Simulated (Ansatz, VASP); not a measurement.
## One calculation of Cu3TeAs3, two programs

```
Cu Te As
1.0
     5.27274    0.00000    0.00000
     0.00000    5.27274    0.00000
     0.00000    0.00000    5.27274
Cu Te As
3 1 3
Direct
  0.50000 0.50000 0.00000
  0.00000 0.50000 0.50000
  0.50000 0.00000 0.50000
  0.50000 0.50000 0.50000
  0.50000 0.00000 0.00000
  0.00000 0.50000 0.00000
  0.00000 0.00000 0.50000
```

Change from the starting cell: species swapped into the Ce3GaBr3 type (Pm-3m, No. 221).

Alike in both runs: task single point; functional PBE; k mesh 4 × 4 × 4; occupations gaussian, width 0.1 eV; no spin polarisation.

|  | VASP | Ansatz |
| --- | --- | --- |
| version | VASP 6.6.1 | Ansatz 0.2.0 |
| potentials or method | VASP PAW PBE potentials, release 64 (Cu, Te, As), cutoff 520 eV | scalar-relativistic, plane waves, PAW |
| valence electrons in the cell | 54 | 118 |

Ansatz gave:

```
gap on the k mesh at the Fermi level (eV) : none
pressure (GPa)                            : -5.0
```

Task: What did VASP give for the same quantities?

Result: gap on the k mesh at the Fermi level (eV): none; pressure (GPa): -4.8.

A gap of «none» marks a metal or a gap that the smearing closes. With one functional, cell and mesh, what is left measures potentials, basis and numerics. VASP's potentials hold 54 valence electrons a cell and Ansatz's 118, so a difference there can come from the potentials and not from the codes.

Neither program's run includes spin-orbit coupling.
